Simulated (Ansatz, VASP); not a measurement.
## Two plane-wave programs on AlGaN2

```
Al Ga N
1.0
     3.13853    0.00000    0.00000
     0.00000    3.13853    0.00000
     0.00000    0.00000    4.24546
Al Ga N
1 1 2
Direct
  0.50000 0.50000 0.50000
  0.00000 0.00000 0.00000
  0.50000 0.00000 0.73874
  0.00000 0.50000 0.26126
```

Change from the starting cell: strain along c alone, the other axes held, atoms relaxed: -4.0 %.

Alike in both runs: task relaxation of the atoms; functional r2SCAN; k mesh 8 × 8 × 6; occupations gaussian, width 0.02 eV; no spin polarisation.

```csv
,VASP,Ansatz
version,VASP 6.6.1,Ansatz 0.2.0
potentials or method,"VASP PAW PBE potentials, release 64 (Al, Ga_d, N), cutoff 520 eV","scalar-relativistic, plane waves, PAW"
valence electrons in the cell,26,26
```

```csv
,VASP,Ansatz,Ansatz less VASP
"gap on the k mesh at the Fermi level, each at its own relaxed structure (eV)",3.73,3.73,-0.004
```

VASP's potentials were made for PBE, not for r2SCAN. Ansatz's warnings: stress scf threshold loose.
